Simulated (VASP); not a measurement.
GaSb: relaxation of cell and atoms with r2SCAN

GaSb:

```xyz
2
Lattice="3.0663 3.0663 0.0000 -3.0663 3.0663 0.0000 0.0000 3.0663 3.0663" Properties=species:S:1:pos:R:3 pbc="T T T"
Ga    0.0000    0.0000    0.0000
Sb    1.5331    4.5994    1.5331
```

```yaml
Program: VASP 6.6.1
Task: relaxation of cell and atoms
Functional: r2SCAN
Potentials_or_basis: VASP PAW PBE potentials, release 64 (Ga_d, Sb)
Cutoff: 600 eV
k_mesh: 6 × 6 × 6
Occupations: gaussian, width 0.01 eV
Spin: no spin polarisation
Target_pressure: 4 GPa
Dipole_correction: no
Further_INCAR_settings: ALGO = Normal; EDIFF = 1e-07; IBRION = 2; EDIFFG = -0.002; NSW = 100; ISIF = 3
```

```yaml
Relaxed_volume: 27.06 Å³/atom
Relaxed_cell: a = 4.246 Å, b = 4.246 Å, c = 4.246 Å, α = 60.00°, β = 60.00°, γ = 90.00°
Space_group_after_relaxing_to_0.05_Å: F-43m (No. 216)
Energy_change_on_relaxing_the_enthalpy_is_what_falls: +20.9 meV/atom
Ionic_steps: 17
Pressure_after_relaxing: 4.0 GPa
Band_gap_on_the_k_mesh: 0.82 eV, indirect (least direct gap 0.89 eV)
```

Step by step:
```csv
step,energy change (eV),largest force (eV/Å),pressure (GPa),volume (Å³)
1,0.0000,0.0000,0.03,57.66
2,0.1188,0.0000,7.27,51.90
3,0.0418,0.0000,4.01,54.12
4,0.0401,0.0000,3.92,54.19
5,0.0402,0.0000,3.91,54.19
6,0.0403,0.0000,3.96,54.18
7,0.0403,0.0000,3.93,54.18
8,0.0403,0.0000,3.93,54.18
9,0.0403,0.0000,3.93,54.18
10,0.0404,0.0000,3.93,54.18
11,0.0404,0.0000,3.93,54.17
12,0.0406,0.0000,3.98,54.17
13,0.0406,0.0000,3.95,54.17
14,0.0407,0.0000,3.94,54.16
15,0.0408,0.0000,3.96,54.16
16,0.0411,0.0000,3.98,54.15
17,0.0417,0.0000,4.01,54.12
```

Final structure:
```
Ga Sb
1.0
     3.00225    3.00225    0.00000
    -3.00225    3.00225    0.00000
     0.00000    3.00225    3.00225
Ga Sb
1 1
Direct
  0.00000 0.00000 0.00000
  0.75000 0.25000 0.50000
```

Levels at points of the mesh, in eV from the valence-band top:
```tsv
k point	band 5	band 6	band 7	band 8	band 9	band 10	band 11	band 12	band 13
(0.00, 0.00, 0.00)	-15.56	-12.35	0.00	0.00	0.00	0.89	2.95	2.95	2.95
(0.50, 0.00, 0.00)	-15.56	-10.48	-6.89	-1.31	-1.31	0.82	4.00	4.00	6.89
(0.50, 0.50, 0.00)	-15.56	-9.50	-7.33	-2.91	-2.91	1.05	1.37	9.65	9.65
```

Wall time 12 min on 1 thread of AMD EPYC 9R45 (Zen 5), on a shared host, peak memory 0.2 GiB.

Caveat: the cell is relaxed towards a set pressure, so the enthalpy falls and the energy may rise; the PAW data sets were made with another functional, which shifts forces and pressure a little; spin-orbit coupling is left out, which moves the levels of the heavy elements. r2SCAN opens gaps a little over a GGA but as a rule still falls short of measured ones.
